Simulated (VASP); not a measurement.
# BN (P6_3mc) in VASP: notebook, part 2 of 2

VASP 6.6.1. Earlier steps stand in the parts before.

## Step 5: Relaxation of cell and atoms, r2SCAN

This run uses another cell than the first one, of 5.97 Å³/atom, 1.113 times its volume.

File POSCAR:

```
BN
1.0
    2.5539396017      0.0000000000      0.0000000000
   -1.2769698009      2.2117765748      0.0000000000
    0.0000000000      0.0000000000      4.2268550000
B N
2 2
Direct
    0.6666666700      0.3333333300      0.9997240000
    0.3333333300      0.6666666700      0.4997240000
    0.6666666700      0.3333333300      0.6252760000
    0.3333333300      0.6666666700      0.1252760000
```

File INCAR.step1:

```
SYSTEM = BN
PREC = Accurate
ENCUT = 600
ISMEAR = 0
SIGMA = 0.02
LREAL = .False.
LASPH = .True.
NELM = 100
GGA = PE
ALGO = Normal
EDIFF = 1E-4
LWAVE = .True.
LCHARG = .False.
```

File INCAR.step2:

```
SYSTEM = BN
PREC = Accurate
ENCUT = 600
EDIFF = 1E-7
ISMEAR = 0
SIGMA = 0.02
LREAL = .False.
LASPH = .True.
NELM = 100
ALGO = Normal
ISIF = 3
LWAVE = .False.
LCHARG = .False.
METAGGA = R2SCAN
LMIXTAU = .True.
IBRION = 2
NSW = 100
EDIFFG = -0.005
ISTART = 1
```

File KPOINTS:

```
regular mesh
0
Gamma
  12 12 6
  0 0 0
```

Started as:

```sh
$ cat potpaw_PBE.64/B/POTCAR potpaw_PBE.64/N/POTCAR > POTCAR
$ cp INCAR.step1 INCAR
$ mpirun -np 1 vasp_std > vasp.out
$ cp INCAR.step2 INCAR
$ mpirun -np 1 vasp_std > vasp.out
```

Wall time 6.4 min (1 thread of Intel Xeon 6975P-C, shared host); peak memory 0.16 GiB.

It converged, with:

```yaml
Free_energy: -38.2728 eV
Relaxed_volume: 5.91 Å³/atom
Relaxed_cell: a = 2.547 Å, b = 2.547 Å, c = 4.212 Å, α = 90.00°, β = 90.00°, γ = 120.00°
Space_group_after_relaxing_to_0.05_Å: P6_3mc (No. 186)
Energy_gained_by_relaxing: 0.6 meV/atom
Ionic_steps: 6
Pressure_after_relaxing: -0.1 GPa
Band_gap_on_the_k_mesh: 5.72 eV, indirect (least direct gap 8.97 eV)
```

The path:
```csv
step,energy change (eV),largest force (eV/Å),pressure (GPa),volume (Å³)
1,0.0000,0.0214,-3.60,23.88
2,0.0005,0.0423,4.05,23.42
3,-0.0026,0.0087,-0.01,23.65
4,-0.0026,0.0081,-0.08,23.66
5,-0.0026,0.0089,-0.06,23.66
6,-0.0026,0.0007,-0.07,23.66
```

Final structure:
```cif
data_structure
_symmetry_space_group_name_H-M 'P 1'
_symmetry_Int_Tables_number 1
_cell_length_a 2.5467
_cell_length_b 2.5467
_cell_length_c 4.2123
_cell_angle_alpha 90.000
_cell_angle_beta 90.000
_cell_angle_gamma 120.000
_cell_volume 23.66
loop_
_atom_site_label
_atom_site_type_symbol
_atom_site_fract_x
_atom_site_fract_y
_atom_site_fract_z
_atom_site_occupancy
B1 B 0.66667 0.33333 0.99979 1
B2 B 0.33333 0.66667 0.49979 1
N1 N 0.66667 0.33333 0.62521 1
N2 N 0.33333 0.66667 0.12521 1
```

Levels at points of the mesh, in eV from the valence-band top:
| k point | band 6 | band 7 | band 8 | band 9 | band 10 | band 11 |
| --- | --- | --- | --- | --- | --- | --- |
| (0.00, 0.00, 0.00) | -0.27 | 0.00 | 0.00 | 9.06 | 9.06 | 9.29 |
| (0.50, 0.00, 0.00) | -5.18 | -4.52 | -2.19 | 7.29 | 8.59 | 11.36 |
| (0.00, 0.00, 0.50) | -1.22 | -1.22 | -1.22 | 10.21 | 10.21 | 10.67 |
| (0.50, 0.00, 0.50) | -3.91 | -3.72 | -3.72 | 7.19 | 7.19 | 10.70 |

Caveat: the PAW data sets were made with another functional, which shifts forces and pressure a little. A k mesh can miss the band edges.

## Step 6: Single point, r2SCAN

This run uses another cell than the first one: it holds 8 atoms, not 4.

File POSCAR:

```
BN
1.0
   -2.5439665246      0.0000000000      0.0000000000
    0.0000000000      4.4062792734      0.0000000000
    1.2719832623     -2.2031396367     -4.2077449334
B N
4 4
Direct
    0.0001002046      0.6667668712      0.0002004091
    0.5001002046      0.1667668712      0.0002004091
    0.7501002046      0.0834335379      0.5002004091
    0.2501002046      0.5834335379      0.5002004091
    0.1873997954      0.8540664621      0.3747995909
    0.6873997954      0.3540664621      0.3747995909
    0.9373997954      0.2707331288      0.8747995909
    0.4373997954      0.7707331288      0.8747995909
```

File INCAR.step1:

```
SYSTEM = BN
  PREC = Accurate
  ENCUT = 520
  ISMEAR = 0
  SIGMA = 0.05
  LREAL = .FALSE.
  LASPH = .TRUE.
  NELM = 100
  NBANDS = 26
  GGA = PE
  ALGO = Normal
  EDIFF = 1E-4
  LWAVE = .TRUE.
  LCHARG = .FALSE.
```

File INCAR.step2:

```
SYSTEM = BN
  PREC = Accurate
  ENCUT = 520
  EDIFF = 1E-6
  ISMEAR = 0
  SIGMA = 0.05
  LREAL = .FALSE.
  LASPH = .TRUE.
  NELM = 100
  ALGO = Normal
  ISIF = 2
  LWAVE = .FALSE.
  LCHARG = .FALSE.
  METAGGA = R2SCAN
  LMIXTAU = .TRUE.
  NBANDS = 26
  ISTART = 1
```

File KPOINTS:

```
regular mesh
0
G
  10 10 10
  0 0 0
```

Potentials or basis: VASP PAW PBE potentials, release 64 (B, N).

Started as:

```sh
$ cat potpaw_PBE.64/B/POTCAR potpaw_PBE.64/N/POTCAR > POTCAR
$ cp INCAR.step1 INCAR
$ mpirun -np 1 vasp_std > vasp.out
$ cp INCAR.step2 INCAR
$ mpirun -np 1 vasp_std > vasp.out
```

Run time: 10 min. Hardware: 1 thread of Intel Xeon 6975P-C, shared host; peak memory 0.28 GiB.

It converged, with:

```
Free energy            : -76.5324 eV
Pressure               : 1.1 GPa
Largest force          : 0.003 eV/Å
Band gap on the k mesh : 5.84 eV
```

Forces in eV/Å, atoms in the order of the input:
```
B    0.000  0.000 -0.003
B    0.000  0.000 -0.003
B    0.000  0.000 -0.003
B    0.000  0.000 -0.003
N    0.000  0.000  0.003
N    0.000  0.000  0.003
N    0.000  0.000  0.003
N    0.000  0.000  0.003
```

Levels at points of the mesh, in eV from the valence-band top:
```tsv
k point	band 14	band 15	band 16	band 17	band 18	band 19
(0.00, 0.00, 0.00)	-0.27	0.00	0.00	7.20	7.20	9.08
(0.50, 0.00, 0.00)	-4.88	-3.06	-3.06	8.17	8.17	10.16
(0.00, 0.50, 0.00)	-2.16	-1.71	-1.71	7.78	7.78	9.60
(0.50, 0.50, 0.00)	-3.73	-3.73	-2.20	7.20	7.20	7.30
(0.00, 0.00, 0.50)	-1.22	-1.22	-1.22	7.30	8.60	10.25
```

Caveat: the PAW data sets were made with another functional, which shifts forces and pressure a little. A k mesh can miss the band edges.

## Step 7: Summary

| task | cell | k mesh | cutoff (eV) | smearing | gap on the mesh (eV) | pressure (GPa) |
| --- | --- | --- | --- | --- | --- | --- |
| relaxation of shape and atoms at fixed volume | relaxed from a = 2.465, b = 2.465, c = 4.079 Å, angles 90.0, 90.0, 120.0°, 4 atoms | 12 × 12 × 6 | 600 | gaussian 0.02 eV | 5.51 | 45.4 |
| relaxation of shape and atoms at fixed volume | relaxed from a = 2.492, b = 2.492, c = 4.122 Å, angles 90.0, 90.0, 120.0°, 4 atoms | 12 × 12 × 6 | 600 | gaussian 0.02 eV | 5.59 | 28.5 |
| single point | a = 2.544, b = 2.544, c = 4.208 Å, angles 90.0, 90.0, 120.0°, 4 atoms | 12 × 12 × 6 | 520 | gaussian 0.02 eV | 5.72 | 1.1 |
| relaxation of cell and atoms | relaxed from a = 2.554, b = 2.554, c = 4.227 Å, angles 90.0, 90.0, 120.0°, 4 atoms | 12 × 12 × 6 | 600 | gaussian 0.02 eV | 5.72 | -0.1 |
| single point | a = 2.544, b = 4.406, c = 4.917 Å, angles 116.6, 105.0, 90.0°, 8 atoms | 10 × 10 × 10 | 520 | gaussian 0.05 eV | 5.84 | 1.1 |

Alike in all rows: level r2SCAN; potentials or basis VASP PAW PBE potentials, release 64 (B, N); no spin polarisation.

Caveats: the PAW data sets were made with another functional, which shifts forces and pressure a little.

Absolute energies hang on the potentials; compare differences alone.
